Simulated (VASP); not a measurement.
# ReB (P4/mmm) in VASP: single point with PBE

Aim: the single point of ReB with PBE.

Program: VASP 6.6.1. These are calculated values, not measurements. Logs are shortened: lines on timing, memory, paths and dates and some standing lists are left out, and cuts for length are marked.

### 1 The cell of the first run

The structure is tetragonal, space group P4/mmm (No. 123). The conventional cell has a = 2.839 Å, b = 2.839 Å, c = 5.892 Å, α = 90.00°, β = 90.00°, γ = 90.00°. Re (site symmetry 4mm) has 4 B at 2.20 Å and 5 Re at 2.53 to 2.84 Å within 2.9 Å. Within 2.7 Å of B (site symmetry mmm) lie 4 B at 2.01 Å and 4 Re at 2.20 Å.

### 2 Single point, PBE

The input, POSCAR:

```
ReB
1.0
    2.8389097328      0.0000000000      0.0000000000
    0.0000000000      2.8389097328      0.0000000000
    0.0000000000      0.0000000000      5.8916187870
Re B
2 2
Direct
    0.5000000000      0.5000000000      0.2147299195
    0.5000000000      0.5000000000      0.7852700805
    0.0000000000      0.5000000000      0.5000000000
    0.5000000000      0.0000000000      0.5000000000
```

The input, INCAR.step1:

```
SYSTEM = ReB
PREC     = Accurate       ! precision mode
ENCUT    = 520            ! plane-wave cutoff, eV
EDIFF    = 1E-6           ! SCF threshold, eV
ISMEAR   = 0              ! smearing method
SIGMA    = 0.1            ! smearing width, eV
LREAL    = .False.        ! projectors in reciprocal space
LASPH    = .True.         ! aspherical terms in the spheres
NELM     = 100            ! most SCF steps
ALGO     = Normal         ! electronic algorithm
ISIF     = 2              ! what is computed and relaxed
LWAVE    = .False.        ! write WAVECAR
LCHARG   = .True.         ! write CHGCAR
LMAXMIX  = 4              ! l up to which the mixer works
GGA      = PE             ! functional
NBANDS   = 18             ! bands
```

The input, KPOINTS.step1:

```
regular mesh
0
Gamma
  16 16 8
  0 0 0
```

The input, INCAR.step2:

```
SYSTEM = ReB
PREC     = Accurate       ! precision mode
ENCUT    = 520            ! plane-wave cutoff, eV
EDIFF    = 1E-6           ! SCF threshold, eV
ISMEAR   = -5             ! smearing method
SIGMA    = 0.1            ! smearing width, eV
LREAL    = .False.        ! projectors in reciprocal space
LASPH    = .True.         ! aspherical terms in the spheres
NELM     = 100            ! most SCF steps
ALGO     = Normal         ! electronic algorithm
ISIF     = 2              ! what is computed and relaxed
LWAVE    = .False.        ! write WAVECAR
LCHARG   = .False.        ! write CHGCAR
LMAXMIX  = 4              ! l up to which the mixer works
GGA      = PE             ! functional
LORBIT   = 11             ! projections on sites
NBANDS   = 18             ! bands
NEDOS    = 1001           ! points of the DOS
ICHARG   = 11             ! starting density
```

The input, KPOINTS.step2:

```
regular mesh
0
Gamma
  24 24 12
  0 0 0
```

Potentials or basis: VASP PAW PBE potentials, release 64 (Re, B).

On the command line:

```
$ cat potpaw_PBE.64/Re/POTCAR potpaw_PBE.64/B/POTCAR > POTCAR
$ cp INCAR.step1 INCAR
$ cp KPOINTS.step1 KPOINTS
$ mpirun -np 1 vasp_std > vasp.out
$ cp INCAR.step2 INCAR
$ cp KPOINTS.step2 KPOINTS
$ mpirun -np 1 vasp_std > vasp.out
```

OUTCAR:

```text
SYSTEM = ReB
   PREC = Accurate
   ENCUT = 520
   EDIFF = 1E-6
   ISMEAR = -5
   LREAL = .False.
   LASPH = .True.
   NELM = 100
   ISIF = 2
   GGA = PE
   LORBIT = 11
   ICHARG = 11

 ion  position               nearest neighbor table
   1  0.500  0.500  0.215-   3 2.20   4 2.20   4 2.20   3 2.20   2 2.53   2 3.36
   2  0.500  0.500  0.785-   3 2.20   4 2.20   4 2.20   3 2.20   1 2.53   1 3.36
   3  0.000  0.500  0.500-   4 2.01   4 2.01   4 2.01   4 2.01   1 2.20   2 2.20   1 2.20   2 2.20

   4  0.500  0.000  0.500-   3 2.01   3 2.01   3 2.01   3 2.01   2 2.20   2 2.20   1 2.20   1 2.20

  LATTYP: Found a simple tetragonal cell.
 ALAT       =     2.8389097328
 C/A-ratio  =     2.0753103626

  Lattice vectors:

 A1 = (   2.8389097328,   0.0000000000,   0.0000000000)
 A2 = (   0.0000000000,   2.8389097328,   0.0000000000)
 A3 = (   0.0000000000,   0.0000000000,   5.8916187870)

Analysis of symmetry for initial positions (statically):
=====================================================================
 Subroutine PRICEL returns:
 Original cell was already a primitive cell.

 Routine SETGRP: Setting up the symmetry group for a
 simple tetragonal supercell.

 Subroutine GETGRP returns: Found 16 space group operations
 (whereof 16 operations were pure point group operations)
 out of a pool of 16 trial point group operations.

The static configuration has the point symmetry D_4h.

Analysis of symmetry for dynamics (positions and initial velocities):
=====================================================================
 Subroutine PRICEL returns:
 Original cell was already a primitive cell.

 Routine SETGRP: Setting up the symmetry group for a
 simple tetragonal supercell.

 Subroutine GETGRP returns: Found 16 space group operations
 (whereof 16 operations were pure point group operations)
 out of a pool of 16 trial point group operations.

The dynamic configuration has the point symmetry D_4h.

 Subroutine INISYM returns: Found 16 space group operations
 (whereof 16 operations are pure point group operations),
 and found     1 'primitive' translations

----------------------------------------------------------------------------------------

                                     Primitive cell

  volume of cell :      47.4830

  direct lattice vectors                    reciprocal lattice vectors
     2.838909733  0.000000000  0.000000000     0.352247903  0.000000000  0.000000000
     0.000000000  2.838909733  0.000000000     0.000000000  0.352247903  0.000000000
     0.000000000  0.000000000  5.891618787     0.000000000  0.000000000  0.169732638
[... 97 lines left out ...]
   ISYM   =      2    0-nonsym 1-usesym 2-fastsym
   POTIM  = 0.5000    time-step for ionic-motion
   TEBEG  =    0.0;   TEEND  =   0.0 temperature during run
   PSTRESS=    0.0 pullay stress
   NELECT =      20.0000    total number of electrons
   NUPDOWN=      -1.0000    fix difference up-down
   EMIN   =  10.00;   EMAX   =-10.00  energy-range for DOS
   EFERMI =   0.00;   METHOD = LEGACY
   ISMEAR =    -5;   SIGMA  =   0.10  broadening in eV -4-tet -1-fermi 0-gaus
   EFERMI_NEDOS =   21; number of points for ismear=-14 and -15
   IALGO  =     38    algorithm
   IMIX   =      4    mixing-type and parameters
     AMIX     =   0.40;   BMIX     =  1.00
     AMIX_MAG =   1.60;   BMIX_MAG =  1.00
  volume/ion in A,a.u.               =      11.87        80.11
  Fermi-wavevector in a.u.,A,eV,Ry     =   1.227172  2.319019 20.489721  1.505952
  Thomas-Fermi vector in A             =   2.362146
   LORBIT       =     11    0 simple, 1 ext, 2 COOP (PROOUT), +10 PAW based schemes
   GGA     = PE    functional components
   LHFCALC =     F    Hartree Fock is set to
   AEXX    =    0.0000 exact exchange contribution
   IVDW    =     0    specifies the selected vdW correction
   LEPSILON=     F    determine dielectric tensor
   LRPA    =     F    only Hartree local field effects (RPA)
 non-spin polarized calculation
 Fermi weights with tetrahedron method with Bloechl corrections
  energy-cutoff  :      520.00
  volume of cell :       47.48
 maximum number of plane-waves:      1318
 NGX is ok and might be reduce to    24

 number of electron      20.0000001 magnetization

 Free energy of the ion-electron system (eV)
  ---------------------------------------------------
  ext. energy  EPLUGINS =         0.00000000
  ---------------------------------------------------
  free energy    TOTEN  =       -35.66150270 eV

  energy without entropy =      -35.66150270  energy(sigma->0) =      -35.66150270

 E-fermi :   6.6634     XC(G=0): -12.5859

 val. band max:        6.7779186590   @ k =   0.4167   0.2917   0.3333
 cond. band min:       6.5643038761   @ k =   0.4167   0.4167   0.1667
 fundamental gap:     -0.2136147829
 Fermi energy:         6.6633904268

 k-point     1 :       0.0000    0.0000    0.0000
  band No.  band energies     occupation
      1      -6.7984      2.00000
      2      -0.6392      2.00000
      3       1.1428      2.00000
      4       1.9366      2.00000
      5       2.3765      2.00000
      6       2.8204      2.00000
[... 481 lines left out ...]
      5       2.4981      2.00000
      6       3.5260      2.00000
[... 10 lines left out ...]
     17      12.5885      0.00000
     18      12.6746      0.00000

 [... further k-points ...]
[... 5 lines left out ...]
  --------------------------------------------------------------------------------------
  -------------------------------------------------------------------------------------
  Total        0.0807640      0.0807640      0.4785608      0.0000000      0.0000000      0.0000000
  in kB        2.7251506      2.7251506     16.1476720      0.0000000      0.0000000      0.0000000
  external PRESSURE =       7.1993244 kB  Pullay stress =       0.0000000 kB

 VOLUME and BASIS-vectors are now :
 -----------------------------------------------------------------------------
  energy-cutoff  :      520.00
  volume of cell :       47.48
      direct lattice vectors                 reciprocal lattice vectors
     2.838909733  0.000000000  0.000000000     0.352247903  0.000000000  0.000000000
     0.000000000  2.838909733  0.000000000     0.000000000  0.352247903  0.000000000
     0.000000000  0.000000000  5.891618787     0.000000000  0.000000000  0.169732638

 POSITION                                       TOTAL-FORCE (eV/Angst)
 -----------------------------------------------------------------------------------
      1.41945      1.41945      1.26511        -0.000000     -0.000000     -0.225234
      1.41945      1.41945      4.62651         0.000000     -0.000000      0.225234
      0.00000      1.41945      2.94581         0.000000      0.000000      0.000000
      1.41945      0.00000      2.94581         0.000000      0.000000      0.000000
 -----------------------------------------------------------------------------------
    total drift:                                0.000000     -0.000000     -0.000000

  FREE ENERGIE OF THE ION-ELECTRON SYSTEM (eV)
  ---------------------------------------------------
  free  energy   TOTEN  =       -35.6615027008 eV

  energy  without entropy=      -35.6615027008  energy(sigma->0) =      -35.66150270

 total charge

# of ion       s       p       d       tot
------------------------------------------
    1        0.611   0.592   4.934   6.137
    2        0.611   0.592   4.934   6.137
    3        0.703   1.193   0.000   1.896
    4        0.703   1.193   0.000   1.896
--------------------------------------------------
tot          2.628   3.568   9.868  16.064
```

Wall time 4.1 min (1 thread of Intel Xeon 6975P-C (Granite Rapids), shared host); peak memory 0.59 GiB.

What came out:

* Valence electrons inside the program's atomic spheres: Re 6.14; B 1.90

Levels at points of the mesh, in eV from the Fermi level:
| k point | band 6 | band 7 | band 8 | band 9 | band 10 | band 11 | band 12 | band 13 | band 14 | band 15 |
| --- | --- | --- | --- | --- | --- | --- | --- | --- | --- | --- |
| (0.00, 0.00, 0.00) | -3.84 | -3.84 | -3.15 | -0.70 | 1.40 | 1.40 | 2.03 | 2.37 | 2.98 | 2.98 |
| (0.50, 0.00, 0.00) | -3.10 | -2.18 | -0.98 | -0.70 | 0.17 | 0.99 | 1.76 | 3.02 | 4.48 | 4.65 |
| (0.50, 0.50, 0.00) | -3.44 | -3.44 | -1.89 | -0.22 | -0.22 | 1.05 | 3.10 | 3.58 | 3.94 | 5.69 |
| (0.00, 0.00, 0.50) | -3.39 | -3.39 | -3.16 | -1.08 | -0.51 | -0.51 | 2.10 | 2.29 | 5.10 | 5.10 |
| (0.50, 0.00, 0.50) | -2.62 | -1.71 | -1.36 | -0.67 | -0.26 | -0.08 | 1.68 | 2.84 | 4.42 | 4.87 |
| (0.50, 0.50, 0.50) | -4.64 | -4.52 | -2.15 | -0.87 | 1.47 | 1.47 | 3.74 | 3.76 | 4.34 | 4.34 |

Caveat: spin-orbit coupling is left out, which moves the levels of the heavy elements; tetrahedron occupations give inexact forces and stress in metals.
